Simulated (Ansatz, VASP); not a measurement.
## Mo in VASP and in Ansatz

File INCAR:

```
  PREC = Accurate
  ENCUT = 600
  EDIFF = 1E-7
  ISMEAR = -1
  SIGMA = 0.05
  LREAL = False
  LASPH = True
  NELM = 150
  ALGO = Normal
  ISIF = 3
  LWAVE = False
  LCHARG = False
  LMAXMIX = 4
  LDAU = True
  LDAUTYPE = 2
  LDAUL = 2
  LDAUU = 5.3
  LDAUJ = 0
  LDAUPRINT = 1
  GGA = CA
  IBRION = 2
  NSW = 60
  EDIFFG = -0.01
```

The input KPOINTS:

```
regular mesh
0
Gamma
  12 12 12
```

The input POSCAR:

```
Mo
1.0
   -1.5838089719      1.5838089719      1.5838089719
    1.5838089719     -1.5838089719      1.5838089719
    1.5838089719      1.5838089719     -1.5838089719
Mo
1
Direct
    0.0000000000      0.0000000000      0.0000000000
```

The input input.yaml:

```yaml
crystal:
  lattice:
    - [-1.5838089719, 1.5838089719, 1.5838089719]
    - [1.5838089719, -1.5838089719, 1.5838089719]
    - [1.5838089719, 1.5838089719, -1.5838089719]
  atoms:
    - { symbol: Mo, position: [0.0, 0.0, 0.0] }
hamiltonian:
  xc: lda
  pseudopotentials: { kind: paw }
  hubbard:
    sites: [{ species: Mo, l: d, u_eff: 5.3 }]
    projectors: ortho-atomic
kpoints:
  mp_grid: { grid: [12, 12, 12] }
scf:
  occupations: { method: fermi_dirac, width: 0.05 }
output:
  forces: true
  stress: true
relax:
  f_tol: 0.01
  max_steps: 40
  cell: { stress_tol: 0.05 }
```

Alike in both runs: task relaxation of cell and atoms; functional LDA; k mesh 12 × 12 × 12; occupations fermi-dirac, width 0.05 eV; no spin polarisation; Hubbard terms Mo d U = 5.3 eV.

|  | VASP | Ansatz |
| --- | --- | --- |
| version | VASP 6.6.1 | Ansatz 0.2.0 |
| potentials or method | VASP PAW LDA potentials, release 64 (Mo_sv) | Ansatz PAW |
| plane-wave cutoff (eV) | 600 | 420 |
| valence electrons in the cell | 14 | 14 |

|  | VASP | Ansatz | Ansatz less VASP |
| --- | --- | --- | --- |
| relaxed volume (Å³/atom) | 15.80 | 15.31 | -0.489 |
| relaxed cell length with the largest relative difference (Å) | 2.738 | 2.709 | -0.0286 |

LDA's correlation is that of Perdew and Zunger in VASP and of Perdew and Wang (1992) in Ansatz. The programs project onto different local orbitals, so the same U acts differently, and such runs can settle in different states.

Noted on Ansatz's run: the plane-wave basis is chosen anew once the cell has moved, so the energies of steps on either side of that aren't comparable.
